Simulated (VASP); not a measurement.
## CdSe: single point with HSE06

CdSe:

```
CELL_PARAMETERS angstrom
0.00000 3.06780 3.06780
3.06780 0.00000 3.06780
3.06780 3.06780 0.00000
ATOMIC_POSITIONS crystal
Cd 0.00000 0.00000 0.00000
Se 0.75000 0.75000 0.75000
```

```yaml
Program: VASP 6.6.1
Task: single point
Functional: HSE06
Potentials_or_basis: VASP PAW PBE potentials, release 64 (Cd, Se)
Cutoff: 520 eV
k_mesh: 4 × 4 × 4
Occupations: fermi-dirac, width 0.02 eV
Spin: non-collinear spin, zero start, spin-orbit coupling
Starting_moments: "[[0.0, 0.0, 0.0], [0.0, 0.0, 0.0]] μB"
Dipole_correction: no
Grid_for_exact_exchange_PRECFOCK: Normal
Further_INCAR_settings: ALGO = Normal; EDIFF = 1e-07; NBANDS = 30
Share_of_exact_exchange: 0.25
Screening_parameter: 0.2079 1/Å
```

```
Pressure                                              : 0.5 GPa
Net moment                                            : 0.00 μB per cell
Valence electrons inside the program's atomic spheres : Cd 10.30; Se 3.92
```

Moments on the atoms (μB; x, y, z):
```
Cd  0.00 0.00 0.00
Se  0.00 0.00 0.00
```

Run time: 56 min on 1 thread of Intel(R) Xeon(R) Platinum 8488C (Sapphire Rapids), on a shared host, peak memory 0.46 GiB.

Caveat: the k points lie up to 0.44 Å⁻¹ apart; the PAW data sets were made with another functional, which shifts forces and pressure a little.
